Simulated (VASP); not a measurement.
Write the native input for VASP 6.6.1 that does the following.

```
Task                   : relaxation of cell and atoms
Functional             : PBEsol
Potentials or basis    : VASP PAW PBE potentials, release 64 (W_sv)
Cutoff                 : 600 eV
k mesh                 : 11 × 11 × 11
Occupations            : fermi-dirac, width 0.05 eV
Spin                   : no spin polarisation
Target pressure        : 30 GPa
Dipole correction      : no
Further INCAR settings : ALGO = Normal; EDIFF = 1e-06; IBRION = 2; EDIFFG = -0.005; NSW = 80; ISIF = 3
```

The structure of W lies in POSCAR:

```
W
1.0
    0.0000000000      2.0300000000      2.0300000000
    2.0300000000      0.0000000000      2.0300000000
    2.0300000000      2.0300000000      0.0000000000
W
1
Direct
    0.0000000000      0.0000000000      0.0000000000
```

These files were run (other wordings do the same):

INCAR

```
  ALGO = Normal
  EDIFF = 1E-6
  EDIFFG = -0.005
  ENCUT = 600
  GGA = PS
  IBRION = 2
  ISIF = 3
  ISMEAR = -1
  LASPH = T
  LCHARG = F
  LREAL = F
  LWAVE = F
  NELM = 100
  NSW = 80
  PREC = Accurate
  PSTRESS = 300.0
  SIGMA = 0.05
```

KPOINTS

```
k-points
0
Gamma
  11 11 11
```

Potentials or basis: VASP PAW PBE potentials, release 64 (W_sv).

Run with:

```bash
$ cat potpaw_PBE.64/W_sv/POTCAR > POTCAR
$ mpirun -np 1 vasp_std > vasp.out
```

Results of the run:

```
Relaxed volume                                         : 14.78 Å³/atom
Relaxed cell                                           : a = 2.754 Å, b = 2.754 Å, c = 2.754 Å, α = 60.00°, β = 60.00°, γ = 60.00°
Space group after relaxing (to 0.05 Å)                 : Fm-3m (No. 225)
Energy change on relaxing (the enthalpy is what falls) : +82.5 meV/atom
Ionic steps                                            : 5
Pressure after relaxing                                : 30.0 GPa
Band gap on the k mesh                                 : zero (band 7 reaches 15.13 eV, above the bottom of band 8 at 11.10 eV)
```

Caveat: the cell is relaxed towards a set pressure, so the enthalpy falls and the energy may rise; the PAW data sets were made with another functional, which shifts forces and pressure a little; spin-orbit coupling is left out, which moves the levels of the heavy elements.

It took 34 s on 1 thread of AMD EPYC 7R13 Processor (Zen 3), with other jobs on the host, peak memory 0.13 GiB.
